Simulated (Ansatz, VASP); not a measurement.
**Si in VASP and in Ansatz**

INCAR

```
SYSTEM = Si
ALGO = Normal
EDIFF = 1E-6
ENCUT = 500
GGA = PS
GGA_COMPAT = .FALSE.
ISIF = 2
ISMEAR = 0
LASPH = .TRUE.
LCHARG = .FALSE.
LREAL = .FALSE.
LWAVE = .FALSE.
NBANDS = 16
NELM = 120
PREC = Accurate
SIGMA = 0.01
```

The input KPOINTS:

```
k-points
0
G
  6 6 4
  0 0 0
```

File POSCAR:

```
Si
1.0
    3.8244672855      0.0000000000      0.0000000000
   -1.9122336428      3.3120858252      0.0000000000
    0.0000000000      0.0000000000      6.3251269724
Si
4
Direct
    0.3333333333      0.6666666667      0.0000235300
    0.6666666667      0.3333333333      0.5000235300
    0.3333333333      0.6666666667      0.3739764700
    0.6666666667      0.3333333333      0.8739764700
```

Input for Ansatz:

```yaml
crystal:
  lattice:
    - [3.8244672855, 0.0, 0.0]
    - [-1.9122336428, 3.3120858252, 0.0]
    - [0.0, 0.0, 6.3251269724]
  atoms:
    - { symbol: Si, position: [0.3333333333, 0.6666666667, 2.353e-05] }
    - { symbol: Si, position: [0.6666666667, 0.3333333333, 0.50002353] }
    - { symbol: Si, position: [0.3333333333, 0.6666666667, 0.37397647] }
    - { symbol: Si, position: [0.6666666667, 0.3333333333, 0.87397647] }
basis:
  ecutwfc: 420
kpoints:
  mp_grid: { grid: [6, 6, 4] }
hamiltonian:
  xc: pbesol
  pseudopotentials: { kind: paw, azcp: { folder: soft_1 } }
scf:
  occupations: { method: gaussian, width: 0.01 }
output:
  forces: true
  stress: true
  eigenvalues: true
```

Alike in both runs: task single point; functional PBEsol; k mesh 6 × 6 × 4; occupations gaussian, width 0.01 eV; no spin polarisation.

|  | VASP | Ansatz |
| --- | --- | --- |
| version | VASP 6.6.1 | Ansatz 0.2.0 |
| potentials or method | VASP PAW PBE potentials, release 64 (Si), cutoff 500 eV | scalar-relativistic, plane waves, PAW |
| valence electrons in the cell | 16 | 16 |

```tsv
	VASP	Ansatz	Ansatz less VASP
gap on the k mesh at the Fermi level (eV)	0.29	0.29	+0.007
least direct gap on the mesh (eV)	0.97	0.97	0.000
pressure (GPa)	0.2	0.1	-0.12
traceless stress, the component that is largest in VASP (GPa)	-0.21	-0.20	+0.008
rms of the force components (eV/Å)	0.006	0.007	+0.0004
```

VASP's potentials were made for PBE, not for PBEsol, and Ansatz warns of the same on its side. Atom by atom the forces differ by 0.000 eV/Å (rms over components).
